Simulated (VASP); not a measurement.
TiAl3, 4 atoms in the cell. The structure is cubic, space group Pm-3m (No. 221). The conventional cell has a = 3.995 Å, b = 3.995 Å, c = 3.995 Å, α = 90.00°, β = 90.00°, γ = 90.00°. Within 3.7 Å of Ti (site symmetry m-3m) lie 12 Al at 2.82 Å. Al (site symmetry 4/mmm) has 4 Ti at 2.82 Å and 8 Al at 2.82 Å within 3.7 Å.  This cell differs from its parent crystal: volume scaled by 1.03.

- Program: VASP 6.6.1
- Task: single point
- Functional: r2SCAN
- Potentials or basis: VASP PAW PBE potentials, release 64 (Ti_sv, Al)
- Cutoff: 520 eV
- k mesh: 10 × 10 × 10
- Occupations: gaussian, width 0.1 eV
- Spin: no spin polarisation
- Dipole correction: no
- Further INCAR settings: ALGO = Normal; EDIFF = 1e-07; NBANDS = 18

Potentials or basis: VASP PAW PBE potentials, release 64 (Ti_sv, Al).

Run with:

```bash
$ cat potpaw_PBE.64/Ti_sv/POTCAR potpaw_PBE.64/Al/POTCAR > POTCAR
$ cp INCAR.step1 INCAR
$ mpirun -np 1 vasp_std > vasp.out
$ cp INCAR.step2 INCAR
$ mpirun -np 1 vasp_std > vasp.out
```

Hardware: 1 thread of Intel(R) Xeon(R) 6975P-C (Granite Rapids), on a shared host.

**Question.** Estimate the wall time of this run.

**Answer.** Wall time 110 s on 1 thread of Intel(R) Xeon(R) 6975P-C (Granite Rapids) (shared host), peak memory 0.2 GiB. Counts: k points 56.
